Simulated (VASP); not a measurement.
A run of VASP 6.6.1:

The input INCAR:

```
SYSTEM = Ti2H3
PREC = Accurate ; ENCUT = 520
EDIFF = 1E-6 ; ISMEAR = 0
SIGMA = 0.1 ; LREAL = .FALSE.
LASPH = .TRUE. ; NELM = 60
ALGO = Normal ; ISIF = 2
LWAVE = .FALSE. ; LCHARG = .FALSE.
GGA = PE ; NBANDS = 22
```

The input KPOINTS:

```
Automatic mesh
0
G
  6 6 4
  0 0 0
```

POSCAR

```
Ti2H3
1.0
    3.5284987300      0.0000000000      0.0000000000
   -1.7642493700      3.0557695400      0.0000000000
    0.0000000000      0.0000000000      5.5948442900
Ti H
2 3
Direct
    0.0000000000      0.0000000000      0.7678065000
    0.0000000000      0.0000000000      0.1450553300
    0.3333333300      0.6666666700      0.3516069900
    0.6666666700      0.3333333300      0.3516069900
    0.0000000000      0.0000000000      0.3861418900
```

Potentials or basis: VASP PAW PBE potentials, release 64 (Ti_sv, H).

The run is started by

```bash
$ cat potpaw_PBE.64/Ti_sv/POTCAR potpaw_PBE.64/H/POTCAR > POTCAR
$ mpirun -np 1 vasp_std > vasp.out
```

Hardware: 1 thread of Intel Xeon 8259CL, with other jobs on the host.

Problem. How long does it take, and how much memory?

Solution. Run time: 70 s on 1 thread of Intel Xeon 8259CL (shared host), peak memory 0.18 GiB. Counts: scf iterations 17, k points 21.
